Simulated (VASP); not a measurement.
# CdS (P6_3mc) in VASP: a series of runs

CdS is run at these levels: LDA; tasks: single point.

Everything below comes from runs of VASP 6.6.1. Logs are shortened: lines on timing, memory, paths and dates and some standing lists are left out, and cuts for length are marked.

### 1 The cell of the first run

The structure is hexagonal, space group P6_3mc (No. 186). Conventional cell: a = 4.137 Å, b = 4.137 Å, c = 6.716 Å, α = 90.00°, β = 90.00°, γ = 120.00°. Cd (site symmetry 3m) has 4 S at 2.53 Å within 3.3 Å. S (site symmetry 3m) has 4 Cd at 2.53 Å within 3.3 Å.

### 2 Single point, LDA

The input, INCAR:

```
SYSTEM = CdS
PREC = Accurate ; ENCUT = 520
EDIFF = 1E-7 ; ISMEAR = 0
SIGMA = 0.1 ; LREAL = .FALSE.
LASPH = .TRUE. ; NELM = 60
ALGO = Normal ; ISIF = 2
LWAVE = .FALSE. ; LCHARG = .TRUE.
GGA = CA ; LELF = .TRUE.
LVHAR = .TRUE. ; NBANDS = 26
```

The input, KPOINTS:

```
regular mesh
0
G
  6 6 4
  0 0 0
```

The input, POSCAR:

```
CdS
1.0
    4.1370000000      0.0000000000      0.0000000000
   -2.0685000000      3.5827470955      0.0000000000
    0.0000000000      0.0000000000      6.7160000000
Cd S
2 2
Direct
    0.3333333333      0.6666666667      0.0000000000
    0.6666666667      0.3333333333      0.5000000000
    0.3333333333      0.6666666667      0.3770000000
    0.6666666667      0.3333333333      0.8770000000
```

Potentials or basis: VASP PAW LDA potentials, release 64 (Cd, S).

On the command line:

```sh
> cat potpaw_LDA.64/Cd/POTCAR potpaw_LDA.64/S/POTCAR > POTCAR
> mpirun -np 1 vasp_std > vasp.out
```

OUTCAR:

```text
SYSTEM = CdS
   PREC = Accurate
   ENCUT = 520
   EDIFF = 1E-7
   ISMEAR = 0
   LREAL = .FALSE.
   LASPH = .TRUE.
   NELM = 60
   ISIF = 2
   GGA = CA

 ion  position               nearest neighbor table
   1  0.333  0.667  0.000-   4 2.53   4 2.53   4 2.53   3 2.53
   2  0.667  0.333  0.500-   3 2.53   3 2.53   3 2.53   4 2.53
   3  0.333  0.667  0.377-   2 2.53   2 2.53   2 2.53   1 2.53
   4  0.667  0.333  0.877-   1 2.53   1 2.53   1 2.53   2 2.53

  LATTYP: Found a hexagonal cell.
 ALAT       =     4.1370000000
 C/A-ratio  =     1.6233985980

  Lattice vectors:

 A1 = (   4.1370000000,   0.0000000000,   0.0000000000)
 A2 = (  -2.0685000000,   3.5827470955,   0.0000000000)
 A3 = (   0.0000000000,   0.0000000000,   6.7160000000)

Analysis of symmetry for initial positions (statically):
=====================================================================
 Subroutine PRICEL returns:
 Original cell was already a primitive cell.

 Routine SETGRP: Setting up the symmetry group for a
 hexagonal supercell.

 Subroutine GETGRP returns: Found 12 space group operations
 (whereof  6 operations were pure point group operations)
 out of a pool of 24 trial point group operations.

The static configuration has the point symmetry C_3v.
 The point group associated with its full space group is C_6v.

Analysis of symmetry for dynamics (positions and initial velocities):
=====================================================================
 Subroutine PRICEL returns:
 Original cell was already a primitive cell.

 Routine SETGRP: Setting up the symmetry group for a
 hexagonal supercell.

 Subroutine GETGRP returns: Found 12 space group operations
 (whereof  6 operations were pure point group operations)
 out of a pool of 24 trial point group operations.

The dynamic configuration has the point symmetry C_3v.
 The point group associated with its full space group is C_6v.

 Subroutine INISYM returns: Found 12 space group operations
 (whereof  6 operations are pure point group operations),
 and found     1 'primitive' translations

----------------------------------------------------------------------------------------

                                     Primitive cell

  volume of cell :      99.5434

  direct lattice vectors                    reciprocal lattice vectors
     4.137000000  0.000000000  0.000000000     0.241721054  0.139557716  0.000000000
    -2.068500000  3.582747095  0.000000000     0.000000000  0.279115431  0.000000000
     0.000000000  0.000000000  6.716000000     0.000000000  0.000000000  0.148898154

  length of vectors
     4.137000000  4.137000000  6.716000000     0.279115431  0.279115431  0.148898154

  position of ions in fractional coordinates (direct lattice)
     0.333333333  0.666666667  0.000000000
     0.666666667  0.333333333  0.500000000
     0.333333333  0.666666667  0.377000000
     0.666666667  0.333333333  0.877000000

  ion indices of the primitive-cell ions
   primitive index   ion index
                 1           1
                 2           2
                 3           3
                 4           4

----------------------------------------------------------------------------------------

 KPOINTS: regular mesh

Automatic generation of k-mesh.
 Grid dimensions read from file:
 generate k-points for:    6    6    4

 Generating k-lattice:

  Cartesian coordinates                     Fractional coordinates (reciprocal lattice)
     0.040286842  0.023259619  0.000000000     0.166666667  0.000000000  0.000000000
     0.000000000  0.046519239  0.000000000     0.000000000  0.166666667  0.000000000
     0.000000000  0.000000000  0.037224538     0.000000000  0.000000000  0.250000000

  Length of vectors
     0.046519239  0.046519239  0.037224538

  Shift w.r.t. Gamma in fractional coordinates (k-lattice)
     0.000000000  0.000000000  0.000000000

 Subroutine IBZKPT returns following result:
 ===========================================

 Found     21 irreducible k-points:

 Following reciprocal coordinates:
            Coordinates               Weight
  0.000000  0.000000  0.000000      1.000000
  0.166667  0.000000  0.000000      6.000000
  0.333333  0.000000  0.000000      6.000000
  0.500000  0.000000  0.000000      3.000000
  0.166667  0.166667  0.000000      6.000000
  0.333333  0.166667  0.000000     12.000000
[... 13 lines left out ...]
  0.333333  0.166667  0.500000     12.000000
  0.333333  0.333333  0.500000      2.000000
   k-points           NKPTS =     21   k-points in BZ     NKDIM =     21   number of bands    NBANDS=     26
   number of dos      NEDOS =    301   number of ions     NIONS =      4
   total plane-waves  NPLWV =  51200
   dimension x,y,z NGX =    32 NGY =   32 NGZ =   50
   dimension x,y,z NGXF=    64 NGYF=   64 NGZF=  100
   ions per type =               2   2
   NGX,Y,Z   is equivalent  to a cutoff of  12.86, 12.86, 12.38 a.u.
   NGXF,Y,Z  is equivalent  to a cutoff of  25.72, 25.72, 24.75 a.u.
 SYSTEM =  CdS
   PREC   = accura    normal or accurate (medium, high low for compatibility)
   ISTART =      0    job   : 0-new  1-cont  2-samecut
   ICHARG =      2    charge: 1-file 2-atom 10-const
   ISPIN  =      1    spin polarized calculation?
   LNONCOLLINEAR =      F non collinear calculations
   LSORBIT =      F    spin-orbit coupling
   LASPH  =      T    aspherical Exc in radial PAW
   ENCUT  =  520.0 eV  38.22 Ry    6.18 a.u.   7.69  7.69 12.49*2*pi/ulx,y,z
   NELM   =     60;   NELMIN=  2; NELMDL= -5     # of ELM steps
   EDIFF  = 0.1E-06   stopping-criterion for ELM
   LREAL  =      F    real-space projection
   EDIFFG = 0.1E-05   stopping-criterion for IOM
   NSW    =      0    number of steps for IOM
   IBRION =     -1    ionic relax: 0-MD 1-quasi-New 2-CG
   NFREE  =      0    steps in history (QN), initial steepest desc. (CG)
   ISIF   =      2    stress and relaxation
   ISYM   =      2    0-nonsym 1-usesym 2-fastsym
   POTIM  = 0.5000    time-step for ionic-motion
   TEBEG  =    0.0;   TEEND  =   0.0 temperature during run
   PSTRESS=    0.0 pullay stress
   NELECT =      36.0000    total number of electrons
   NUPDOWN=      -1.0000    fix difference up-down
   EMIN   =  10.00;   EMAX   =-10.00  energy-range for DOS
   EFERMI =   0.00;   METHOD = LEGACY
   ISMEAR =     0;   SIGMA  =   0.10  broadening in eV -4-tet -1-fermi 0-gaus
   EFERMI_NEDOS =   21; number of points for ismear=-14 and -15
   IALGO  =     38    algorithm
   IMIX   =      4    mixing-type and parameters
     AMIX     =   0.40;   BMIX     =  1.00
     AMIX_MAG =   1.60;   BMIX_MAG =  1.00
  volume/ion in A,a.u.               =      24.89       167.94
  Fermi-wavevector in a.u.,A,eV,Ry     =   1.166375  2.204129 18.509783  1.360431
  Thomas-Fermi vector in A             =   2.302889
   LORBIT       =      0    0 simple, 1 ext, 2 COOP (PROOUT), +10 PAW based schemes
   GGA     = CA    functional components
   LHFCALC =     F    Hartree Fock is set to
   AEXX    =    0.0000 exact exchange contribution
   IVDW    =     0    specifies the selected vdW correction
   LEPSILON=     F    determine dielectric tensor
   LRPA    =     F    only Hartree local field effects (RPA)
 non-spin polarized calculation
 Gauss-broadening in eV      SIGMA  =   0.10
  energy-cutoff  :      520.00
  volume of cell :       99.54
 maximum number of plane-waves:      2719
 NGX is ok and might be reduce to    32
   NGX = 15   NGY = 15   NGZ = 25

 number of electron      35.9999995 magnetization

 Free energy of the ion-electron system (eV)
  ---------------------------------------------------
  ext. energy  EPLUGINS =         0.00000000
  ---------------------------------------------------
  free energy    TOTEN  =       -14.79325081 eV

  energy without entropy =      -14.79325081  energy(sigma->0) =      -14.79325081

 E-fermi :   1.5868     XC(G=0):  -9.5655

 val. band max:        1.0968082757   @ k =   0.0000   0.0000   0.0000
 cond. band min:       2.0605810694   @ k =   0.0000   0.0000   0.0000
 fundamental gap:      0.9637727936
 Fermi energy:         1.5868455332

 k-point     1 :       0.0000    0.0000    0.0000
  band No.  band energies     occupation
      1     -11.2406      2.00000
      2     -10.7925      2.00000
      3      -6.6470      2.00000
      4      -6.6406      2.00000
      5      -6.6406      2.00000
      6      -6.5567      2.00000
[... 18 lines left out ...]
     25       8.5178      0.00000
     26       8.5667      0.00000

 k-point     2 :       0.1667    0.0000    0.0000
  band No.  band energies     occupation
      1     -11.1425      2.00000
      2     -10.7506      2.00000
      3      -6.6165      2.00000
      4      -6.6025      2.00000
      5      -6.5697      2.00000
      6      -6.5093      2.00000
[... 18 lines left out ...]
     25       8.4328      0.00000
     26       9.0967      0.00000

 k-point     3 :       0.3333    0.0000    0.0000
  band No.  band energies     occupation
      1     -10.9302      2.00000
      2     -10.6807      2.00000
      3      -6.5622      2.00000
      4      -6.5447      2.00000
      5      -6.4231      2.00000
      6      -6.3920      2.00000
[... 18 lines left out ...]
     25       9.2360      0.00000
     26       9.7543      0.00000

 k-point     4 :       0.5000    0.0000    0.0000
  band No.  band energies     occupation
      1     -10.8047      2.00000
      2     -10.6648      2.00000
      3      -6.5471      2.00000
      4      -6.5273      2.00000
      5      -6.3435      2.00000
      6      -6.3398      2.00000
[... 18 lines left out ...]
     25       9.3007      0.00000
     26      10.9896      0.00000

 k-point     5 :       0.1667    0.1667    0.0000
  band No.  band energies     occupation
      1     -10.9864      2.00000
      2     -10.6957      2.00000
      3      -6.5689      2.00000
      4      -6.5573      2.00000
      5      -6.4473      2.00000
      6      -6.4469      2.00000
[... 18 lines left out ...]
     25       9.0440      0.00000
     26       9.5880      0.00000

 k-point     6 :       0.3333    0.1667    0.0000
  band No.  band energies     occupation
      1     -10.8063      2.00000
      2     -10.6654      2.00000
      3      -6.5607      2.00000
      4      -6.4983      2.00000
      5      -6.3639      2.00000
      6      -6.3515      2.00000
[... 340 lines left out ...]
 k-point    18 :       0.5000    0.0000    0.5000
  band No.  band energies     occupation
      1     -10.7232      2.00000
      2     -10.7232      2.00000
      3      -6.5183      2.00000
      4      -6.5183      2.00000
      5      -6.4291      2.00000
      6      -6.4291      2.00000
[... 18 lines left out ...]
     25       9.3630      0.00000
     26       9.3630      0.00000

 k-point    19 :       0.1667    0.1667    0.5000
  band No.  band energies     occupation
      1     -10.8316      2.00000
      2     -10.8316      2.00000
      3      -6.5168      2.00000
      4      -6.5168      2.00000
      5      -6.4902      2.00000
      6      -6.4902      2.00000
[... 18 lines left out ...]
     25       8.9211      0.00000
     26       8.9211      0.00000

 k-point    20 :       0.3333    0.1667    0.5000
  band No.  band energies     occupation
      1     -10.7243      2.00000
      2     -10.7243      2.00000
      3      -6.4909      2.00000
      4      -6.4909      2.00000
      5      -6.4396      2.00000
      6      -6.4396      2.00000
[... 18 lines left out ...]
     25       9.3848      0.00000
     26       9.3848      0.00000

 k-point    21 :       0.3333    0.3333    0.5000
  band No.  band energies     occupation
      1     -10.6898      2.00000
      2     -10.6898      2.00000
      3      -6.4586      2.00000
      4      -6.4586      2.00000
      5      -6.4400      2.00000
      6      -6.4400      2.00000
[... 18 lines left out ...]
     25      10.2463      0.00000
     26      10.2463      0.00000

------------------------ aborting loop because EDIFF is reached ----------------------------------------

  FORCE on cell =-STRESS in cart. coord.  units (eV):
  Direction    XX          YY          ZZ          XY          YZ          ZX
  --------------------------------------------------------------------------------------
  -------------------------------------------------------------------------------------
  Total       -1.3699467     -1.3699467     -1.2756091      0.0000000      0.0000000      0.0000000
  in kB      -22.0496596    -22.0496596    -20.5312705      0.0000000      0.0000000      0.0000000
  external PRESSURE =     -21.5435299 kB  Pullay stress =       0.0000000 kB

 VOLUME and BASIS-vectors are now :
 -----------------------------------------------------------------------------
  energy-cutoff  :      520.00
  volume of cell :       99.54
      direct lattice vectors                 reciprocal lattice vectors
     4.137000000  0.000000000  0.000000000     0.241721054  0.139557716  0.000000000
    -2.068500000  3.582747095  0.000000000     0.000000000  0.279115431  0.000000000
     0.000000000  0.000000000  6.716000000     0.000000000  0.000000000  0.148898154

 POSITION                                       TOTAL-FORCE (eV/Angst)
 -----------------------------------------------------------------------------------
     -0.00000      2.38850      0.00000        -0.000000     -0.000000      0.000946
      2.06850      1.19425      3.35800         0.000000      0.000000      0.000946
     -0.00000      2.38850      2.53193        -0.000000      0.000000     -0.000946
      2.06850      1.19425      5.88993         0.000000     -0.000000     -0.000946
 -----------------------------------------------------------------------------------
    total drift:                               -0.000000     -0.000000     -0.000121

  FREE ENERGIE OF THE ION-ELECTRON SYSTEM (eV)
  ---------------------------------------------------
  free  energy   TOTEN  =       -14.7932508103 eV

  energy  without entropy=      -14.7932508103  energy(sigma->0) =      -14.79325081
```

Wall time 55 s (1 thread of Intel Xeon 8259CL, shared host); peak memory 0.2 GiB.

Results:

| Quantity | Value |
| --- | --- |
| Free energy | -14.7933 eV |
| Pressure | -2.2 GPa |
| Band gap on the k mesh | 0.96 eV |

Stress tensor (GPa, compression positive):
```
-2.20  0.00  0.00
 0.00 -2.20  0.00
 0.00  0.00 -2.05
```

### 3 Single point, LDA

This run uses another cell than the first one, of 23.85 Å³/atom.

The input, INCAR:

```
PREC = Accurate
ENCUT = 520
EDIFF = 1E-6
ISMEAR = 0
SIGMA = 0.02
LREAL = F
LASPH = T
NELM = 100
ALGO = Normal
ISIF = 2
LWAVE = F
LCHARG = T
GGA = CA
LELF = T
LVHAR = T
NBANDS = 26
```

The input, KPOINTS:

```
Automatic mesh
0
Gamma
  9 9 4
```

The input, POSCAR:

```
CdS
1.0
    4.0738866863      0.0000000000      0.0000000000
   -2.0369433432      3.5280893625      0.0000000000
    0.0000000000      0.0000000000      6.6385814430
Cd S
2 2
Direct
    0.3333333333      0.6666666667      0.0004580876
    0.6666666667      0.3333333333      0.5004580876
    0.3333333333      0.6666666667      0.3765419124
    0.6666666667      0.3333333333      0.8765419124
```

Potentials or basis: VASP PAW LDA potentials, release 64 (Cd, S).

On the command line:

```sh
> cat potpaw_LDA.64/Cd/POTCAR potpaw_LDA.64/S/POTCAR > POTCAR
> mpirun -np 1 vasp_std > vasp.out
```

It took 96 s on 1 thread of Intel Xeon 8259CL, shared host; peak memory 0.22 GiB.

It converged, with:

| Item | Value |
| --- | --- |
| Free energy | -14.8178 eV |
| Pressure | 0.5 GPa |
| Band gap on the k mesh | 1.06 eV |

Levels at points of the mesh, in eV from the valence-band top:
```tsv
k point	band 14	band 15	band 16	band 17	band 18	band 19	band 20	band 21	band 22	band 23
(0.00, 0.00, 0.00)	-0.84	-0.84	-0.06	0.00	0.00	1.06	2.63	6.29	6.29	6.57
(0.00, 0.00, 0.50)	-2.66	-0.43	-0.43	-0.43	-0.43	2.73	2.73	6.02	6.02	6.66
```

[end of part 1 of 2]
